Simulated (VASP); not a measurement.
A run of VASP 6.6.1 is set up as follows.

Contents of INCAR:

```
SYSTEM = TiC
ALGO = Fast
EDIFF = 1E-7
ENCUT = 520
GGA = PS
ISIF = 2
ISMEAR = 0
LASPH = .TRUE.
LCHARG = .FALSE.
LREAL = .FALSE.
LWAVE = .FALSE.
NBANDS = 24
NELM = 80
PREC = Accurate
SIGMA = 0.15
```

KPOINTS

```
k-points
0
G
  20 20 14
  0 0 0
```

POSCAR

```
TiC
1.0
    0.0000000000     -2.1466854843     -2.1466854843
    0.0000000000      2.1466854843     -2.1466854843
    4.2933709686      0.0000000000      0.0000000000
Ti C
2 2
Direct
    0.5611407684      0.4388592316      0.5000000000
   -0.0611407684      0.0611407684      0.0000000000
    0.4850468027      0.5149531973      0.0000000000
    0.0149531973     -0.0149531973      0.5000000000
```

Potentials or basis: VASP PAW PBE potentials, release 64 (Ti_sv, C).

Command:

```console
$ cat potpaw_PBE.64/Ti_sv/POTCAR potpaw_PBE.64/C/POTCAR > POTCAR
$ mpirun -np 1 vasp_std > vasp.out
```

(1) Estimate the pressure.

(2) Predict the band gap on the k mesh.

(3) Predict the largest force.

Results:

(1) 9.6 GPa.

(2) zero (bands 16 and 17 overlap by 1.16 eV).

(3) 4.446 eV/Å.

Caveat: the cell differs from its parent crystal (atoms displaced along a vibrational mode); the stress differs along the axes, from -4 to 16 GPa; the PAW data sets were made with another functional, which shifts forces and pressure a little.
